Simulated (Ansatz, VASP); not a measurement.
Fe: VASP beside Ansatz

File INCAR:

```
PREC = Accurate
ENCUT = 520
EDIFF = 1E-6
ISMEAR = -1
SIGMA = 0.1
LREAL = False
LASPH = True
NELM = 80
ALGO = Normal
ISIF = 2
LWAVE = False
LCHARG = True
GGA = RP
LELF = True
LVHAR = True
NBANDS = 15
```

Contents of KPOINTS:

```
Automatic mesh
0
Gamma
  12 12 12
```

Contents of POSCAR:

```
Fe
1.0
    0.0000000000      2.3909506508      2.3909506508
    2.3909506508      0.0000000000      2.3909506508
    2.3909506508      2.3909506508      0.0000000000
Fe
2
Direct
    0.1250000000      0.1250000000      0.1250000000
    0.8750000000      0.8750000000      0.8750000000
```

Input for Ansatz:

```yaml
crystal:
  lattice:
    - [0.0, 2.3909506508, 2.3909506508]
    - [2.3909506508, 0.0, 2.3909506508]
    - [2.3909506508, 2.3909506508, 0.0]
  atoms:
    - { symbol: Fe, position: [0.125, 0.125, 0.125] }
    - { symbol: Fe, position: [0.875, 0.875, 0.875] }
hamiltonian:
  xc: rpbe
  pseudopotentials:
    kind: paw
    azcp:
      Fe: "pseudopotentials/Fe.paw.azcp"
basis:
  ecutwfc: 420
  fft_grid_basis: typed
kpoints:
  mp_grid: { grid: [12, 12, 12], shift: [0, 0, 0] }
magnetization:
  spin_polarized: false
scf:
  occupations: { method: fermi_dirac, width: 0.1 }
  lower_state_search: "off"
output:
  stress: true
```

Alike in both runs: task single point; functional RPBE; k mesh 12 × 12 × 12; occupations fermi-dirac, width 0.1 eV; no spin polarisation.

```csv
,VASP,Ansatz
version,VASP 6.6.1,Ansatz 0.2.0
potentials or method,"VASP PAW PBE potentials, release 64 (Fe), cutoff 520 eV","plane waves (420 eV) with PAW, scalar-relativistic"
valence electrons in the cell,16,32
```

|  | VASP | Ansatz | Ansatz less VASP |
| --- | --- | --- | --- |
| pressure (GPa) | 12.2 | 14.4 | +2.15 |

VASP's potentials were made for PBE, not for RPBE. VASP's potentials hold 16 valence electrons a cell and Ansatz's 32, so a difference there can come from the potentials and not from the codes.
